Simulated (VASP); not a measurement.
## Be4TeSe3: single point with PBE

Crystal: Be4TeSe3.

```
CELL_PARAMETERS angstrom
-3.16511 3.16511 3.16511
3.16511 -3.16511 3.16511
3.16511 3.16511 -3.16511
ATOMIC_POSITIONS crystal
Be 0.50000 0.50000 0.50000
Be 0.00000 0.00000 0.50000
Be 0.00000 0.50000 0.00000
Be 0.50000 0.00000 0.00000
Te 0.00000 0.00000 0.00000
Se 0.00000 0.50000 0.50000
Se 0.50000 0.00000 0.50000
Se 0.50000 0.50000 0.00000
```

```
Program                : VASP 6.6.1
Task                   : single point
Functional             : PBE
Potentials or basis    : VASP PAW PBE potentials, release 64 (Be, Te, Se)
Cutoff                 : 600 eV
k mesh                 : 3 × 3 × 3
Occupations            : gaussian, width 0.15 eV
Spin                   : no spin polarisation
Dipole correction      : no
Further INCAR settings : ALGO = Normal; EDIFF = 1e-06; NBANDS = 26
```

```json
{
 "Pressure": "-0.1 GPa",
 "Band gap on the k mesh": "zero (band 16 reaches 7.40 eV, above the bottom of band 17 at 6.27 eV)"
}
```

Levels at points of the mesh, in eV from the Fermi level:
```csv
k point,band 13,band 14,band 15,band 16,band 17,band 18,band 19,band 20
"(0.00, 0.00, 0.00)",-1.77,-1.16,-1.16,-1.16,0.95,1.84,1.84,1.84
```

It took 34 s on 1 thread of AMD EPYC 7R43 64-Core Processor (Zen 3) (shared host), peak memory 0.28 GiB.

Caveat: the k points lie up to 0.47 Å⁻¹ apart; spin-orbit coupling is left out, which moves the levels of the heavy elements.
